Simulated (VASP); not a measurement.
A run of VASP 6.6.1:

Contents of POSCAR:

```
Sn
1.0
   -1.6830267217      1.6831272887      2.3265102700
    1.6830267217     -1.6831272887      2.3265102700
    1.6830267217      1.6831272887     -2.3265102700
Sn
1
Direct
    0.0000000000      0.0000000000      0.0000000000
```

File INCAR.step1:

```
SYSTEM = Sn
  PREC = Accurate
  ENCUT = 520
  ISMEAR = -1
  SIGMA = 0.05
  LREAL = .False.
  LASPH = .True.
  NELM = 80
  NBANDS = 13
  GGA = PE
  ALGO = Normal
  EDIFF = 1E-4
  LWAVE = .True.
  LCHARG = .False.
```

INCAR.step2

```
SYSTEM = Sn
  PREC = Accurate
  ENCUT = 520
  EDIFF = 1E-7
  ISMEAR = -1
  SIGMA = 0.05
  LREAL = .False.
  LASPH = .True.
  NELM = 80
  ALGO = Normal
  ISIF = 2
  LWAVE = .False.
  LCHARG = .False.
  METAGGA = R2SCAN
  LMIXTAU = .True.
  NBANDS = 13
  ISTART = 1
```

Contents of KPOINTS:

```
regular mesh
0
Gamma
  11 11 11
  0 0 0
```

Potentials or basis: VASP PAW PBE potentials, release 64 (Sn_d).

Launch:

```console
$ cat potpaw_PBE.64/Sn_d/POTCAR > POTCAR
$ cp INCAR.step1 INCAR
$ mpirun -np 1 vasp_std > vasp.out
$ cp INCAR.step2 INCAR
$ mpirun -np 1 vasp_std > vasp.out
```

Hardware: 1 thread of Intel Xeon 8259CL, on a shared host.

Task: Estimate the wall time of this run.

Result: Wall time 6.2 min on 1 thread of Intel Xeon 8259CL, with other jobs on the host, peak memory 0.22 GiB. Counts: k points 216.
